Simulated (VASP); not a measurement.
# KMgH3 in VASP: notebook, part 2 of 2

VASP 6.6.1. The steps go on from the part before.

## Step 5: Single point, LDA (strain -0.050 along x and y, +0.000 along z)

INCAR

```
  PREC = Accurate
  ENCUT = 520
  EDIFF = 1E-6
  ISMEAR = 0
  SIGMA = 0.05
  LREAL = False
  LASPH = True
  NELM = 60
  ALGO = Normal
  ISIF = 2
  LWAVE = False
  LCHARG = False
  NBANDS = 15
```

KPOINTS

```
regular mesh
0
Gamma
  8 8 8
```

POSCAR

```
KMgH3
1.0
    3.8237500000      0.0000000000      0.0000000000
    0.0000000000      3.8237500000      0.0000000000
    0.0000000000      0.0000000000      4.0250000000
K Mg H
1 1 3
Direct
    0.0000000000      0.0000000000      0.0000000000
    0.5000000000      0.5000000000      0.5000000000
    0.0000000000      0.5000000000      0.5000000000
    0.5000000000      0.0000000000      0.5000000000
    0.5000000000      0.5000000000      0.0000000000
```

Potentials or basis: VASP PAW LDA potentials, release 64 (K_sv, Mg, H).

On the command line:

```bash
$ cat potpaw_LDA.64/K_sv/POTCAR potpaw_LDA.64/Mg/POTCAR potpaw_LDA.64/H/POTCAR > POTCAR
$ mpirun -np 1 vasp_std > vasp.out
```

OUTCAR:

```text
PREC = Accurate
   ENCUT = 520
   EDIFF = 1E-6
   ISMEAR = 0
   LREAL = False
   LASPH = True
   NELM = 60
   ISIF = 2

 ion  position               nearest neighbor table
   1  0.000  0.000  0.000-   2 3.37   2 3.37   2 3.37   2 3.37   2 3.37   2 3.37   2 3.37   2 3.37

   2  0.500  0.500  0.500-   3 1.91   4 1.91   4 1.91   3 1.91   5 2.01   5 2.01   1 3.37   1 3.37
                             1 3.37   1 3.37   1 3.37   1 3.37   1 3.37   1 3.37
   3  0.000  0.500  0.500-   2 1.91   2 1.91
   4  0.500  0.000  0.500-   2 1.91   2 1.91
   5  0.500  0.500  0.000-   2 2.01   2 2.01

  LATTYP: Found a simple tetragonal cell.
 ALAT       =     3.8237500000
 C/A-ratio  =     1.0526315789

  Lattice vectors:

 A1 = (   3.8237500000,   0.0000000000,   0.0000000000)
 A2 = (   0.0000000000,   3.8237500000,   0.0000000000)
 A3 = (   0.0000000000,   0.0000000000,   4.0250000000)

Analysis of symmetry for initial positions (statically):
=====================================================================
 Subroutine PRICEL returns:
 Original cell was already a primitive cell.

 Routine SETGRP: Setting up the symmetry group for a
 simple tetragonal supercell.

[... 187 lines left out ...]
      7      -0.3436      2.00000
      8       5.4738      0.00000
      9       6.2667      0.00000
     10       6.2667      0.00000
     11       7.8894      0.00000
     12       8.5656      0.00000
     13       9.0062      0.00000
     14       9.0062      0.00000
[... 401 lines left out ...]
      2     -12.5471      2.00000
      3     -12.2128      2.00000
      4     -12.1742      2.00000
      5      -3.6888      2.00000
      6      -2.7589      2.00000
      7      -0.4217      2.00000
      8       4.9504      0.00000
      9       5.5700      0.00000
     10       6.2704      0.00000
     11       6.4321      0.00000
     12       9.1005      0.00000
     13       9.1245      0.00000
     14      10.1275      0.00000
     15      10.7243      0.00000

 [... further k-points ...]
[... 5 lines left out ...]
  --------------------------------------------------------------------------------------
  -------------------------------------------------------------------------------------
  Total        0.6399474      0.6399474     -0.5656498      0.0000000      0.0000000      0.0000000
  in kB       17.4224806     17.4224806    -15.3997384      0.0000000      0.0000000      0.0000000
  external PRESSURE =       6.4817409 kB  Pullay stress =       0.0000000 kB

 VOLUME and BASIS-vectors are now :
 -----------------------------------------------------------------------------
  energy-cutoff  :      520.00
  volume of cell :       58.85
      direct lattice vectors                 reciprocal lattice vectors
     3.823750000  0.000000000  0.000000000     0.261523374  0.000000000  0.000000000
     0.000000000  3.823750000  0.000000000     0.000000000  0.261523374  0.000000000
     0.000000000  0.000000000  4.025000000     0.000000000  0.000000000  0.248447205

 POSITION                                       TOTAL-FORCE (eV/Angst)
 -----------------------------------------------------------------------------------
      0.00000      0.00000      0.00000         0.000000      0.000000      0.000000
      1.91187      1.91187      2.01250         0.000000      0.000000      0.000000
      0.00000      1.91187      2.01250         0.000000      0.000000      0.000000
      1.91187      0.00000      2.01250         0.000000      0.000000      0.000000
      1.91187      1.91187      0.00000         0.000000      0.000000      0.000000
 -----------------------------------------------------------------------------------
    total drift:                               -0.000000     -0.000000     -0.000000

  FREE ENERGIE OF THE ION-ELECTRON SYSTEM (eV)
  ---------------------------------------------------
  free  energy   TOTEN  =       -15.1225666394 eV

  energy  without entropy=      -15.1225666394  energy(sigma->0) =      -15.12256664
```

OSZICAR:

```text
N       E                     dE             d eps       ncg     rms          rms(c)
DAV:   1     0.587447835865E+02    0.58745E+02   -0.60363E+03  2250   0.833E+02
DAV:   2    -0.131965503724E+02   -0.71941E+02   -0.66764E+02  2867   0.218E+02
DAV:   3    -0.162048171196E+02   -0.30083E+01   -0.29969E+01  3340   0.338E+01
DAV:   4    -0.163109325075E+02   -0.10612E+00   -0.10610E+00  3008   0.547E+00
DAV:   5    -0.163123190954E+02   -0.13866E-02   -0.13866E-02  3359   0.588E-01    0.673E+00
DAV:   6    -0.154131522761E+02    0.89917E+00   -0.44111E-01  3040   0.412E+00    0.448E+00
DAV:   7    -0.151177275746E+02    0.29542E+00   -0.64251E-01  2950   0.411E+00    0.209E+00
DAV:   8    -0.151236643711E+02   -0.59368E-02   -0.62483E-02  2807   0.204E+00    0.633E-01
DAV:   9    -0.151224699753E+02    0.11944E-02   -0.20951E-03  3308   0.417E-01    0.160E-01
DAV:  10    -0.151225947018E+02   -0.12473E-03   -0.31372E-04  2934   0.992E-02    0.403E-02
DAV:  11    -0.151225660551E+02    0.28647E-04   -0.44026E-05  3239   0.441E-02    0.404E-03
DAV:  12    -0.151225666394E+02   -0.58428E-06   -0.46779E-06  2753   0.119E-02
   1 F= -.15122567E+02 E0= -.15122567E+02  d E =-.374938E-22
```

Run time: 18 s. Hardware: 1 thread of Intel Xeon 6975P-C (Granite Rapids), shared host; peak memory 0.19 GiB.

What came out:

* Free energy: -15.1226 eV
* Pressure: 0.6 GPa
* Band gap on the k mesh: 2.39 eV, indirect (least direct gap 4.67 eV)

Stress tensor (GPa, compression positive):
```
 1.74  0.00  0.00
 0.00  1.74  0.00
 0.00  0.00 -1.54
```

Caveat: the cell differs from its parent crystal (strain -0.050 along x and y, +0.000 along z). A k mesh can miss the band edges.

## Step 6: Single point, LDA (strain -0.025 along x and y, -0.050 along z)

INCAR

```
SYSTEM = KMgH3
PREC = Accurate
ENCUT = 520
EDIFF = 1E-6
ISMEAR = 0
SIGMA = 0.05
LREAL = .False.
LASPH = .True.
NELM = 80
ALGO = Normal
ISIF = 2
LWAVE = .False.
LCHARG = .True.
LELF = .True.
LVHAR = .True.
NBANDS = 15
```

KPOINTS

```
regular mesh
0
Gamma
  8 8 8
  0 0 0
```

POSCAR, as its differences from that of step 5:

```diff
@@ -2,5 +2,5 @@
 1.0
-    3.8237500000      0.0000000000      0.0000000000
-    0.0000000000      3.8237500000      0.0000000000
-    0.0000000000      0.0000000000      4.0250000000
+    3.9243750000      0.0000000000      0.0000000000
+    0.0000000000      3.9243750000      0.0000000000
+    0.0000000000      0.0000000000      3.8237500000
 K Mg H
```

Potentials or basis: VASP PAW LDA potentials, release 64 (K_sv, Mg, H).

On the command line:

```bash
$ cat potpaw_LDA.64/K_sv/POTCAR potpaw_LDA.64/Mg/POTCAR potpaw_LDA.64/H/POTCAR > POTCAR
$ mpirun -np 1 vasp_std > vasp.out
```

OUTCAR:

```text
SYSTEM = KMgH3
   PREC = Accurate
   ENCUT = 520
   EDIFF = 1E-6
   ISMEAR = 0
   LREAL = .False.
   LASPH = .True.
   NELM = 80
   ISIF = 2

 ion  position               nearest neighbor table
   1  0.000  0.000  0.000-   2 3.37   2 3.37   2 3.37   2 3.37   2 3.37   2 3.37   2 3.37   2 3.37

   2  0.500  0.500  0.500-   5 1.91   5 1.91   3 1.96   4 1.96   4 1.96   3 1.96   1 3.37   1 3.37
                             1 3.37   1 3.37   1 3.37   1 3.37   1 3.37   1 3.37
   3  0.000  0.500  0.500-   2 1.96   2 1.96
   4  0.500  0.000  0.500-   2 1.96   2 1.96
   5  0.500  0.500  0.000-   2 1.91   2 1.91

  LATTYP: Found a simple tetragonal cell.
 ALAT       =     3.9243750000
 C/A-ratio  =     0.9743589744

  Lattice vectors:

 A1 = (   3.9243750000,   0.0000000000,   0.0000000000)
 A2 = (   0.0000000000,   3.9243750000,   0.0000000000)
 A3 = (   0.0000000000,   0.0000000000,   3.8237500000)

Analysis of symmetry for initial positions (statically):
=====================================================================
 Subroutine PRICEL returns:
 Original cell was already a primitive cell.

 Routine SETGRP: Setting up the symmetry group for a
[... 188 lines left out ...]
      5      -5.8659      2.00000
      6      -0.5268      2.00000
      7      -0.4088      2.00000
      8       5.8505      0.00000
      9       5.8505      0.00000
     10       6.2676      0.00000
     11       8.0428      0.00000
     12       8.3947      0.00000
     13       8.9827      0.00000
     14       9.1872      0.00000
[... 401 lines left out ...]
      2     -12.5223      2.00000
      3     -12.2062      2.00000
      4     -12.1822      2.00000
      5      -3.8384      2.00000
      6      -2.7130      2.00000
      7      -0.4217      2.00000
      8       5.0523      0.00000
      9       5.5875      0.00000
     10       6.3566      0.00000
     11       6.5178      0.00000
     12       9.2109      0.00000
     13       9.2370      0.00000
     14      10.2889      0.00000
     15      10.3550      0.00000

 [... further k-points ...]
[... 5 lines left out ...]
  --------------------------------------------------------------------------------------
  -------------------------------------------------------------------------------------
  Total       -0.0152164     -0.0152164      0.6102977      0.0000000     -0.0000000      0.0000000
  in kB       -0.4139918     -0.4139918     16.6043466      0.0000000     -0.0000000      0.0000000
  external PRESSURE =       5.2587876 kB  Pullay stress =       0.0000000 kB

 VOLUME and BASIS-vectors are now :
 -----------------------------------------------------------------------------
  energy-cutoff  :      520.00
  volume of cell :       58.89
      direct lattice vectors                 reciprocal lattice vectors
     3.924375000  0.000000000  0.000000000     0.254817646  0.000000000  0.000000000
     0.000000000  3.924375000  0.000000000     0.000000000  0.254817646  0.000000000
     0.000000000  0.000000000  3.823750000     0.000000000  0.000000000  0.261523374

 POSITION                                       TOTAL-FORCE (eV/Angst)
 -----------------------------------------------------------------------------------
      0.00000      0.00000      0.00000         0.000000      0.000000      0.000000
      1.96219      1.96219      1.91187         0.000000      0.000000      0.000000
      0.00000      1.96219      1.91187         0.000000      0.000000      0.000000
      1.96219      0.00000      1.91187         0.000000      0.000000      0.000000
      1.96219      1.96219      0.00000         0.000000      0.000000      0.000000
 -----------------------------------------------------------------------------------
    total drift:                                0.000000      0.000000     -0.000000

  FREE ENERGIE OF THE ION-ELECTRON SYSTEM (eV)
  ---------------------------------------------------
  free  energy   TOTEN  =       -15.1380068408 eV

  energy  without entropy=      -15.1380068408  energy(sigma->0) =      -15.13800684
```

OSZICAR:

```text
N       E                     dE             d eps       ncg     rms          rms(c)
DAV:   1     0.592615295394E+02    0.59262E+02   -0.59434E+03  2250   0.826E+02
DAV:   2    -0.131202735837E+02   -0.72382E+02   -0.66983E+02  2873   0.216E+02
DAV:   3    -0.162071975064E+02   -0.30869E+01   -0.30755E+01  3192   0.342E+01
DAV:   4    -0.163222571970E+02   -0.11506E+00   -0.11504E+00  3111   0.595E+00
DAV:   5    -0.163243937343E+02   -0.21365E-02   -0.21365E-02  3279   0.731E-01    0.671E+00
DAV:   6    -0.154277533443E+02    0.89664E+00   -0.44383E-01  3091   0.412E+00    0.446E+00
DAV:   7    -0.151331989722E+02    0.29455E+00   -0.64186E-01  2985   0.410E+00    0.208E+00
DAV:   8    -0.151390717517E+02   -0.58728E-02   -0.62002E-02  2807   0.203E+00    0.610E-01
DAV:   9    -0.151379146708E+02    0.11571E-02   -0.20629E-03  3264   0.410E-01    0.157E-01
DAV:  10    -0.151380354711E+02   -0.12080E-03   -0.28802E-04  3029   0.974E-02    0.430E-02
DAV:  11    -0.151380062564E+02    0.29215E-04   -0.44105E-05  3321   0.450E-02    0.455E-03
DAV:  12    -0.151380068408E+02   -0.58440E-06   -0.46858E-06  2719   0.119E-02
   1 F= -.15138007E+02 E0= -.15138007E+02  d E =-.568221E-14
```

stdout:

```text
POSCAR found type information on POSCAR K MgH
 POSCAR found :  3 types and       5 ions
 scaLAPACK will be used
 LDA part: xc-table for (Slater(with rela. corr.)+CA(PZ))
 , standard interpolation
 POSCAR, INCAR and KPOINTS ok, starting setup
 FFT: planning ... GRIDC
 FFT: planning ... GRID_SOFT
 FFT: planning ... GRID
 WAVECAR not read
 entering main loop
```

Wall time 21 s (1 thread of Intel Xeon 6975P-C (Granite Rapids), shared host); peak memory 0.19 GiB.

Results:

| Item | Value |
| --- | --- |
| Free energy | -15.1380 eV |
| Pressure | 0.5 GPa |
| Band gap on the k mesh | 2.40 eV, indirect (least direct gap 4.73 eV) |

Stress tensor (GPa, compression positive):
```
-0.04  0.00  0.00
 0.00 -0.04  0.00
 0.00  0.00  1.66
```

Caveat: the cell differs from its parent crystal (strain -0.025 along x and y, -0.050 along z). A k mesh can miss the band edges.

## Step 7: Overview

| cell | gap on the mesh (eV) | pressure (GPa) |
| --- | --- | --- |
| a = 4.126 Å, 5 atoms | 1.82 | -5.1 |
| a = 4.226 Å, 5 atoms | 1.61 | -6.4 |
| a = 3.824, b = 3.824, c = 3.924 Å, 5 atoms | 2.49 | 1.7 |
| a = 3.824, b = 3.824, c = 4.025 Å, 5 atoms | 2.39 | 0.6 |
| a = 3.924, b = 3.924, c = 3.824 Å, 5 atoms | 2.40 | 0.5 |

Alike in all rows: task single point; level LDA; potentials or basis VASP PAW LDA potentials, release 64 (K_sv, Mg, H); no spin polarisation; k mesh 8 × 8 × 8; cutoff (eV) 520; smearing gaussian 0.05 eV.

Absolute energies hang on the potentials; compare differences alone.
